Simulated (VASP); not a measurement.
# Nb2Cu (P6/mmm) in VASP: notebook

The runs below take Nb2Cu through single point, relaxation of cell and atoms, with PBE.

Everything below comes from runs of VASP 6.6.1. Logs are shortened: lines on timing, memory, paths and dates and some standing lists are left out, and cuts for length are marked.

### 1 The cell of the first run

Symmetry: P6/mmm, No. 191, hexagonal system. The conventional cell has a = 4.542 Å, b = 4.542 Å, c = 2.771 Å, α = 90.00°, β = 90.00°, γ = 120.00°. Nb (site symmetry -6m2) has 5 Nb at 2.62 to 2.77 Å and 6 Cu at 2.97 Å within 3.5 Å. Within 3.7 Å of Cu (site symmetry 6/mmm) lie 2 Cu at 2.77 Å and 12 Nb at 2.97 Å.

### 2 Single point, PBE

The input, INCAR:

```
SYSTEM = Nb2Cu
  PREC = Accurate
  ENCUT = 520
  EDIFF = 1E-6
  ISMEAR = 0
  SIGMA = 0.1
  LREAL = .False.
  LASPH = .True.
  NELM = 80
  ALGO = Normal
  ISIF = 2
  LWAVE = .False.
  LCHARG = .False.
  GGA = PE
  NBANDS = 26
```

The input, KPOINTS:

```
regular mesh
0
Gamma
  6 6 4
  0 0 0
```

The input, POSCAR:

```
Nb2Cu
1.0
    4.5422951444      0.0000000000      0.0000000000
   -2.2711475722      3.9337429865      0.0000000000
    0.0000000000      0.0000000000      2.7714084831
Nb Cu
2 1
Direct
    0.3333333333      0.6666666667      0.5000000000
    0.6666666667      0.3333333333      0.5000000000
    0.0000000000      0.0000000000      0.0000000000
```

Potentials or basis: VASP PAW PBE potentials, release 64 (Nb_sv, Cu).

The run is started by

```sh
$ cat potpaw_PBE.64/Nb_sv/POTCAR potpaw_PBE.64/Cu/POTCAR > POTCAR
$ mpirun -np 1 vasp_std > vasp.out
```

OUTCAR:

```text
SYSTEM = Nb2Cu
   PREC = Accurate
   ENCUT = 520
   EDIFF = 1E-6
   ISMEAR = 0
   LREAL = .False.
   LASPH = .True.
   NELM = 80
   ISIF = 2
   GGA = PE

 ion  position               nearest neighbor table
   1  0.333  0.667  0.500-   2 2.62   2 2.62   2 2.62
   2  0.667  0.333  0.500-   1 2.62   1 2.62   1 2.62
   3  0.000  0.000  0.000-

  LATTYP: Found a hexagonal cell.
 ALAT       =     4.5422951444
 C/A-ratio  =     0.6101339510

  Lattice vectors:

 A1 = (   4.5422951444,   0.0000000000,   0.0000000000)
 A2 = (  -2.2711475722,   3.9337429865,   0.0000000000)
 A3 = (   0.0000000000,   0.0000000000,   2.7714084831)

Analysis of symmetry for initial positions (statically):
=====================================================================
 Subroutine PRICEL returns:
 Original cell was already a primitive cell.

 Routine SETGRP: Setting up the symmetry group for a
 hexagonal supercell.

 Subroutine GETGRP returns: Found 24 space group operations
 (whereof 24 operations were pure point group operations)
 out of a pool of 24 trial point group operations.

The static configuration has the point symmetry D_6h.

Analysis of symmetry for dynamics (positions and initial velocities):
=====================================================================
 Subroutine PRICEL returns:
 Original cell was already a primitive cell.

 Routine SETGRP: Setting up the symmetry group for a
 hexagonal supercell.

 Subroutine GETGRP returns: Found 24 space group operations
 (whereof 24 operations were pure point group operations)
 out of a pool of 24 trial point group operations.

The dynamic configuration has the point symmetry D_6h.

 Subroutine INISYM returns: Found 24 space group operations
 (whereof 24 operations are pure point group operations),
 and found     1 'primitive' translations

----------------------------------------------------------------------------------------

                                     Primitive cell

  volume of cell :      49.5201

  direct lattice vectors                    reciprocal lattice vectors
     4.542295144  0.000000000  0.000000000     0.220153021  0.127105406  0.000000000
    -2.271147572  3.933742986  0.000000000     0.000000000  0.254210812  0.000000000
     0.000000000  0.000000000  2.771408483     0.000000000  0.000000000  0.360827358

  length of vectors
     4.542295144  4.542295144  2.771408483     0.254210812  0.254210812  0.360827358

  position of ions in fractional coordinates (direct lattice)
     0.333333333  0.666666667  0.500000000
     0.666666667  0.333333333  0.500000000
     0.000000000  0.000000000  0.000000000

  ion indices of the primitive-cell ions
   primitive index   ion index
                 1           1
                 2           2
                 3           3

----------------------------------------------------------------------------------------

 KPOINTS: regular mesh

Automatic generation of k-mesh.
 Grid dimensions read from file:
 generate k-points for:    6    6    4

 Generating k-lattice:

  Cartesian coordinates                     Fractional coordinates (reciprocal lattice)
     0.036692170  0.021184234  0.000000000     0.166666667  0.000000000  0.000000000
     0.000000000  0.042368469  0.000000000     0.000000000  0.166666667  0.000000000
     0.000000000  0.000000000  0.090206839     0.000000000  0.000000000  0.250000000

  Length of vectors
     0.042368469  0.042368469  0.090206839

  Shift w.r.t. Gamma in fractional coordinates (k-lattice)
     0.000000000  0.000000000  0.000000000

 Subroutine IBZKPT returns following result:
 ===========================================

 Found     21 irreducible k-points:

 Following reciprocal coordinates:
            Coordinates               Weight
  0.000000  0.000000  0.000000      1.000000
  0.166667  0.000000  0.000000      6.000000
  0.333333  0.000000  0.000000      6.000000
  0.500000  0.000000  0.000000      3.000000
  0.166667  0.166667  0.000000      6.000000
  0.333333  0.166667  0.000000     12.000000
[... 13 lines left out ...]
  0.333333  0.166667  0.500000     12.000000
  0.333333  0.333333  0.500000      2.000000
   k-points           NKPTS =     21   k-points in BZ     NKDIM =     21   number of bands    NBANDS=     26
   number of dos      NEDOS =    301   number of ions     NIONS =      3
   total plane-waves  NPLWV =  31104
   dimension x,y,z NGX =    36 NGY =   36 NGZ =   24
   dimension x,y,z NGXF=    72 NGYF=   72 NGZF=   48
   ions per type =               2   1
   NGX,Y,Z   is equivalent  to a cutoff of  13.18, 13.18, 14.40 a.u.
   NGXF,Y,Z  is equivalent  to a cutoff of  26.35, 26.35, 28.79 a.u.
 SYSTEM =  Nb2Cu
   PREC   = accura    normal or accurate (medium, high low for compatibility)
   ISTART =      0    job   : 0-new  1-cont  2-samecut
   ICHARG =      2    charge: 1-file 2-atom 10-const
   ISPIN  =      1    spin polarized calculation?
   LNONCOLLINEAR =      F non collinear calculations
   LSORBIT =      F    spin-orbit coupling
   LASPH  =      T    aspherical Exc in radial PAW
   ENCUT  =  520.0 eV  38.22 Ry    6.18 a.u.   8.45  8.45  5.15*2*pi/ulx,y,z
   NELM   =     80;   NELMIN=  2; NELMDL= -5     # of ELM steps
   EDIFF  = 0.1E-05   stopping-criterion for ELM
   LREAL  =      F    real-space projection
   EDIFFG = 0.1E-04   stopping-criterion for IOM
   NSW    =      0    number of steps for IOM
   IBRION =     -1    ionic relax: 0-MD 1-quasi-New 2-CG
   NFREE  =      0    steps in history (QN), initial steepest desc. (CG)
   ISIF   =      2    stress and relaxation
   ISYM   =      2    0-nonsym 1-usesym 2-fastsym
   POTIM  = 0.5000    time-step for ionic-motion
   TEBEG  =    0.0;   TEEND  =   0.0 temperature during run
   PSTRESS=    0.0 pullay stress
   NELECT =      37.0000    total number of electrons
   NUPDOWN=      -1.0000    fix difference up-down
   EMIN   =  10.00;   EMAX   =-10.00  energy-range for DOS
   EFERMI =   0.00;   METHOD = LEGACY
   ISMEAR =     0;   SIGMA  =   0.10  broadening in eV -4-tet -1-fermi 0-gaus
   EFERMI_NEDOS =   21; number of points for ismear=-14 and -15
   IALGO  =     38    algorithm
   IMIX   =      4    mixing-type and parameters
     AMIX     =   0.40;   BMIX     =  1.00
     AMIX_MAG =   1.60;   BMIX_MAG =  1.00
  volume/ion in A,a.u.               =      16.51       111.39
  Fermi-wavevector in a.u.,A,eV,Ry     =   1.485530  2.807245 30.025331  2.206800
  Thomas-Fermi vector in A             =   2.598930
   LORBIT       =      0    0 simple, 1 ext, 2 COOP (PROOUT), +10 PAW based schemes
   GGA     = PE    functional components
   LHFCALC =     F    Hartree Fock is set to
   AEXX    =    0.0000 exact exchange contribution
   IVDW    =     0    specifies the selected vdW correction
   LEPSILON=     F    determine dielectric tensor
   LRPA    =     F    only Hartree local field effects (RPA)
 non-spin polarized calculation
 Gauss-broadening in eV      SIGMA  =   0.10
  energy-cutoff  :      520.00
  volume of cell :       49.52
 maximum number of plane-waves:      1354
 NGX is ok and might be reduce to    36
   NGX = 17   NGY = 17   NGZ = 11

 number of electron      37.0000010 magnetization

 Free energy of the ion-electron system (eV)
  ---------------------------------------------------
  ext. energy  EPLUGINS =         0.00000000
  ---------------------------------------------------
  free energy    TOTEN  =       -22.98952865 eV

  energy without entropy =      -22.97073098  energy(sigma->0) =      -22.98012982

 E-fermi :   9.8101     XC(G=0): -12.3303

 val. band max:        9.7939985677   @ k =   0.3333   0.0000   0.0000
 cond. band min:       9.8208928450   @ k =   0.3333   0.3333   0.5000
 fundamental gap:      0.0268942773
 Fermi energy:         9.8101118503

 k-point     1 :       0.0000    0.0000    0.0000
  band No.  band energies     occupation
      1     -44.7397      2.00000
      2     -44.3371      2.00000
      3     -21.2973      2.00000
      4     -21.2973      2.00000
      5     -20.1431      2.00000
      6     -20.0695      2.00000
[... 18 lines left out ...]
     25      15.5947      0.00000
     26      17.1634      0.00000

 k-point     2 :       0.1667    0.0000    0.0000
  band No.  band energies     occupation
      1     -44.7166      2.00000
      2     -44.3616      2.00000
      3     -21.3270      2.00000
      4     -21.2403      2.00000
      5     -20.1297      2.00000
      6     -20.1264      2.00000
[... 18 lines left out ...]
     25      16.0210      0.00000
     26      16.0651      0.00000

 k-point     3 :       0.3333    0.0000    0.0000
  band No.  band energies     occupation
      1     -44.6567      2.00000
      2     -44.4243      2.00000
      3     -21.3818      2.00000
      4     -21.1043      2.00000
      5     -20.2713      2.00000
      6     -20.0835      2.00000
[... 18 lines left out ...]
     25      14.7516      0.00000
     26      14.7881      0.00000

 k-point     4 :       0.5000    0.0000    0.0000
  band No.  band energies     occupation
      1     -44.6082      2.00000
      2     -44.4742      2.00000
      3     -21.4074      2.00000
      4     -21.0164      2.00000
      5     -20.3618      2.00000
      6     -20.0489      2.00000
[... 18 lines left out ...]
     25      14.2722      0.00000
     26      14.8730      0.00000
[... 409 lines left out ...]
      1     -44.5232      2.00000
      2     -44.2624      2.00000
      3     -21.3166      2.00000
      4     -21.2084      2.00000
      5     -21.0375      2.00000
      6     -20.9626      2.00000
[... 18 lines left out ...]
     25      16.4214      0.00000
     26      16.5944      0.00000

 k-point    20 :       0.3333    0.1667    0.5000
  band No.  band energies     occupation
      1     -44.4590      2.00000
      2     -44.3286      2.00000
      3     -21.2580      2.00000
      4     -21.2472      2.00000
      5     -21.1081      2.00000
      6     -20.7924      2.00000
[... 18 lines left out ...]
     25      15.7021      0.00000
     26      15.9054      0.00000

 k-point    21 :       0.3333    0.3333    0.5000
  band No.  band energies     occupation
      1     -44.3941      2.00000
      2     -44.3941      2.00000
      3     -21.2890      2.00000
      4     -21.1778      2.00000
      5     -21.1778      2.00000
      6     -20.5440      2.00000
[... 18 lines left out ...]
     25      15.8958      0.00000
     26      16.2992      0.00000

------------------------ aborting loop because EDIFF is reached ----------------------------------------

  FORCE on cell =-STRESS in cart. coord.  units (eV):
  Direction    XX          YY          ZZ          XY          YZ          ZX
  --------------------------------------------------------------------------------------
  -------------------------------------------------------------------------------------
  Total       -0.0036582     -0.0036582     -0.0251376      0.0000000      0.0000000      0.0000000
  in kB       -0.1183584     -0.1183584     -0.8133023      0.0000000      0.0000000      0.0000000
  external PRESSURE =      -0.3500064 kB  Pullay stress =       0.0000000 kB

 VOLUME and BASIS-vectors are now :
 -----------------------------------------------------------------------------
  energy-cutoff  :      520.00
  volume of cell :       49.52
      direct lattice vectors                 reciprocal lattice vectors
     4.542295144  0.000000000  0.000000000     0.220153021  0.127105406  0.000000000
    -2.271147572  3.933742986  0.000000000     0.000000000  0.254210812  0.000000000
     0.000000000  0.000000000  2.771408483     0.000000000  0.000000000  0.360827358

 POSITION                                       TOTAL-FORCE (eV/Angst)
 -----------------------------------------------------------------------------------
     -0.00000      2.62250      1.38570        -0.000000      0.000000      0.000000
      2.27115      1.31125      1.38570         0.000000      0.000000     -0.000000
      0.00000      0.00000      0.00000         0.000000      0.000000     -0.000000
 -----------------------------------------------------------------------------------
    total drift:                                0.000000     -0.000000     -0.000000

  FREE ENERGIE OF THE ION-ELECTRON SYSTEM (eV)
  ---------------------------------------------------
  free  energy   TOTEN  =       -22.9895286543 eV

  energy  without entropy=      -22.9707309784  energy(sigma->0) =      -22.98012982
```

Wall time 74 s (1 thread of Intel Xeon 8259CL, shared host); peak memory 0.18 GiB.

Results:

```
Free energy            : -22.9895 eV
Pressure               : 0.0 GPa
Band gap on the k mesh : zero (an odd number of electrons rules out a gap without spin polarisation)
```

Levels at points of the mesh, in eV from the Fermi level:
| k point | band 14 | band 15 | band 16 | band 17 | band 18 | band 19 | band 20 | band 21 | band 22 | band 23 |
| --- | --- | --- | --- | --- | --- | --- | --- | --- | --- | --- |
| (0.00, 0.00, 0.00) | -2.10 | -1.85 | -1.53 | -1.53 | -0.86 | 0.38 | 0.38 | 2.28 | 2.28 | 4.71 |
| (0.50, 0.00, 0.00) | -2.15 | -2.08 | -1.70 | -1.51 | -1.12 | -0.50 | 1.58 | 2.15 | 2.47 | 3.62 |
| (0.00, 0.00, 0.50) | -2.63 | -0.89 | -0.89 | -0.03 | 0.17 | 0.17 | 1.33 | 1.33 | 1.76 | 1.76 |
| (0.50, 0.00, 0.50) | -2.38 | -1.89 | -1.24 | -1.14 | -0.15 | 0.62 | 1.02 | 2.29 | 4.04 | 4.92 |

Caveat: the k points lie up to 0.57 Å⁻¹ apart, too coarse for converged energies and pressures of a metal.

### 3 Single point, PBE

This run uses another cell than the first one, of 16.56 Å³/atom.

The input, INCAR:

```
PREC     = Accurate       # precision mode
ENCUT    = 520            # plane-wave cutoff, eV
EDIFF    = 1E-7           # SCF threshold, eV
ISMEAR   = 0              # smearing method
SIGMA    = 0.1            # smearing width, eV
LREAL    = False          # projectors in reciprocal space
LASPH    = True           # aspherical terms in the spheres
NELM     = 80             # most SCF steps
ALGO     = Fast           # electronic algorithm
ISIF     = 2              # what is computed and relaxed
LWAVE    = False          # write WAVECAR
LCHARG   = False          # write CHGCAR
GGA      = PE             # functional
NBANDS   = 26             # bands
```

The input, KPOINTS:

```
regular mesh
0
Gamma
  12 12 18
```

The input, POSCAR:

```
Nb2Cu
1.0
    4.6161763050      0.0000000000      0.0000000000
   -2.3080881525      3.9977259485      0.0000000000
    0.0000000000      0.0000000000      2.6920246942
Nb Cu
2 1
Direct
    0.3333333333      0.6666666667      0.5000000000
    0.6666666667      0.3333333333      0.5000000000
    0.0000000000      0.0000000000      0.0000000000
```

Potentials or basis: VASP PAW PBE potentials, release 64 (Nb_sv, Cu).

The run is started by

```sh
$ cat potpaw_PBE.64/Nb_sv/POTCAR potpaw_PBE.64/Cu/POTCAR > POTCAR
$ mpirun -np 1 vasp_std > vasp.out
```

Run time: 18 min. Hardware: 1 thread of Intel Xeon 8259CL, shared host; peak memory 0.34 GiB.

The run converged. Its results:

* Free energy: -22.9274 eV
* Pressure: 0.0 GPa
* Band gap on the k mesh: zero (an odd number of electrons rules out a gap without spin polarisation)

Stress tensor (GPa, compression positive):
```
-0.07  0.00  0.00
 0.00 -0.07  0.00
 0.00  0.00  0.03
```

Levels at points of the mesh, in eV from the Fermi level:
| k point | band 15 | band 16 | band 17 | band 18 | band 19 | band 20 | band 21 | band 22 |
| --- | --- | --- | --- | --- | --- | --- | --- | --- |
| (0.00, 0.00, 0.00) | -2.18 | -1.73 | -1.73 | -1.31 | 0.15 | 0.15 | 2.64 | 2.64 |
| (0.50, 0.00, 0.00) | -2.20 | -1.82 | -1.79 | -1.53 | -0.67 | 1.25 | 2.51 | 2.85 |
| (0.00, 0.00, 0.50) | -1.17 | -1.17 | -0.14 | -0.14 | 0.15 | 1.29 | 1.29 | 1.74 |
| (0.50, 0.00, 0.50) | -1.72 | -1.36 | -1.30 | -0.09 | 0.58 | 0.97 | 1.78 | 3.89 |

### 4 Relaxation of cell and atoms, PBE

This run uses another cell than the first one, of 16.55 Å³/atom.

The input, INCAR:

```
PREC     = Accurate       # precision mode
ENCUT    = 600            # plane-wave cutoff, eV
EDIFF    = 1E-6           # SCF threshold, eV
ISMEAR   = 0              # smearing method
SIGMA    = 0.1            # smearing width, eV
LREAL    = F              # projectors in reciprocal space
LASPH    = T              # aspherical terms in the spheres
NELM     = 80             # most SCF steps
ALGO     = Fast           # electronic algorithm
ISIF     = 3              # what is computed and relaxed
LWAVE    = F              # write WAVECAR
LCHARG   = F              # write CHGCAR
GGA      = PE             # functional
IBRION   = 2              # ionic algorithm
NSW      = 100            # ionic steps
EDIFFG   = -0.01          # ionic threshold
```

KPOINTS is that of step 3.

The input, POSCAR:

```
Nb2Cu
1.0
    4.6210553528      0.0000000000      0.0000000000
   -2.3105276764      4.0019513278      0.0000000000
    0.0000000000      0.0000000000      2.6843627053
Nb Cu
2 1
Direct
    0.3333333333      0.6666666667      0.5000000000
    0.6666666667      0.3333333333      0.5000000000
    0.0000000000      0.0000000000      0.0000000000
```

The run is started by

```sh
$ cat potpaw_PBE.64/Nb_sv/POTCAR potpaw_PBE.64/Cu/POTCAR > POTCAR
$ mpirun -np 1 vasp_std > vasp.out
```

It took 45 min on 1 thread of Intel Xeon 8259CL, shared host; peak memory 0.41 GiB.

Results (log left out):

| Item | Value |
| --- | --- |
| Free energy | -22.9275 eV |
| Relaxed volume | 16.56 Å³/atom |
| Relaxed cell | a = 4.613 Å, b = 4.613 Å, c = 2.695 Å, α = 90.00°, β = 90.00°, γ = 120.00° |
| Space group after relaxing (to 0.1 Å) | P6/mmm (No. 191) |
| Energy gained by relaxing | 0.1 meV/atom |
| Ionic steps | 12 |
| Pressure after relaxing | 0.0 GPa |
| Band gap on the k mesh | zero (an odd number of electrons rules out a gap without spin polarisation) |

The path:
```
step  energy change (eV)  largest force (eV/Å)  pressure (GPa)  volume (Å³)
   1              0.0000                0.0000            0.15        49.64
   2             -0.0001                0.0000           -0.14        49.75
   3             -0.0001                0.0000           -0.30        49.76
   4             -0.0002                0.0000            0.18        49.63
   5             -0.0002                0.0000           -0.16        49.69
   6             -0.0002                0.0000            0.22        49.65
   7             -0.0002                0.0000            0.02        49.67
   8             -0.0002                0.0000            0.10        49.67
   9             -0.0002                0.0000           -0.05        49.71
  10             -0.0002                0.0000           -0.07        49.71
  11             -0.0002                0.0000           -0.07        49.70
  12             -0.0002                0.0000            0.02        49.68
```

Final structure:
```
CELL_PARAMETERS angstrom
4.61323 0.00000 0.00000
-2.30662 3.99518 0.00000
0.00000 0.00000 2.69534
ATOMIC_POSITIONS crystal
Nb 0.33333 0.66667 0.50000
Nb 0.66667 0.33333 0.50000
Cu 0.00000 0.00000 0.00000
```

Levels at points of the mesh, in eV from the Fermi level:
```csv
k point,band 14,band 15,band 16,band 17,band 18,band 19,band 20,band 21,band 22
"(0.00, 0.00, 0.00)",-2.22,-2.17,-1.73,-1.73,-1.30,0.15,0.15,2.63,2.63
"(0.50, 0.00, 0.00)",-2.25,-2.20,-1.81,-1.79,-1.51,-0.67,1.26,2.49,2.83
"(0.00, 0.00, 0.50)",-2.70,-1.16,-1.16,-0.13,-0.13,0.14,1.29,1.29,1.73
"(0.50, 0.00, 0.50)",-2.53,-1.73,-1.36,-1.29,-0.10,0.58,0.96,1.80,3.90
```

### 5 Overview

| task | cell | k mesh | cutoff (eV) | gap on the mesh (eV) | pressure (GPa) |
| --- | --- | --- | --- | --- | --- |
| single point | a = 4.542, b = 4.542, c = 2.771 Å, angles 90.0, 90.0, 120.0°, 3 atoms | 6 × 6 × 4 | 520 | none | 0.0 |
| single point | a = 4.616, b = 4.616, c = 2.692 Å, angles 90.0, 90.0, 120.0°, 3 atoms | 12 × 12 × 18 | 520 | none | 0.0 |
| relaxation of cell and atoms | relaxed from a = 4.621, b = 4.621, c = 2.684 Å, angles 90.0, 90.0, 120.0°, 3 atoms | 12 × 12 × 18 | 600 | none | 0.0 |

Alike in all rows: level PBE; potentials or basis VASP PAW PBE potentials, release 64 (Nb_sv, Cu); no spin polarisation; smearing gaussian 0.1 eV.

Caveats: some runs use coarse meshes.

Total energies depend on the potentials used, so only differences within one code and one set of settings carry meaning.
